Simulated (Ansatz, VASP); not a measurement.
One calculation of Zn2C, two programs

```
C Zn
1.0
     0.00000    2.60443    2.60443
     2.60443    0.00000    2.60443
     2.60443    2.60443    0.00000
C Zn
1 2
Direct
  0.00000 0.00000 0.00000
  0.25000 0.25000 0.25000
  0.75000 0.75000 0.77172
```

Alike in both runs: task electric field gradients; functional PBE; k mesh 11 × 11 × 11; occupations fermi-dirac, width 0.08 eV; no spin polarisation.

```csv
,VASP,Ansatz
version,VASP 6.6.1,Ansatz 0.2.0
potentials or method,"VASP PAW PBE potentials, release 64 (C, Zn)","PAW with Ansatz's default frozen-core files, scalar-relativistic"
plane-wave cutoff (eV),520,420
valence electrons in the cell,28,28
```

Ansatz gave:

| Quantity | Value |
| --- | --- |
| pressure (GPa) | 0.3 |
| traceless stress, the component that is largest in VASP (GPa) | -0.20 |
| rms of the force components (eV/Å) | 0.185 |
| size of Vzz on the site where it differs most (V/Å²) | 16.3 |

**Question.** Which values does VASP return?

**Answer.** Pressure (GPa): 0.9; traceless stress, the component that is largest in VASP (GPa): -0.20; rms of the force components (eV/Å): 0.188; size of Vzz on the site where it differs most (V/Å²): 15.9.

Atom by atom the forces differ by 0.003 eV/Å (rms over components). The functional is the same, so the differences come from potentials, cutoffs and numerics.
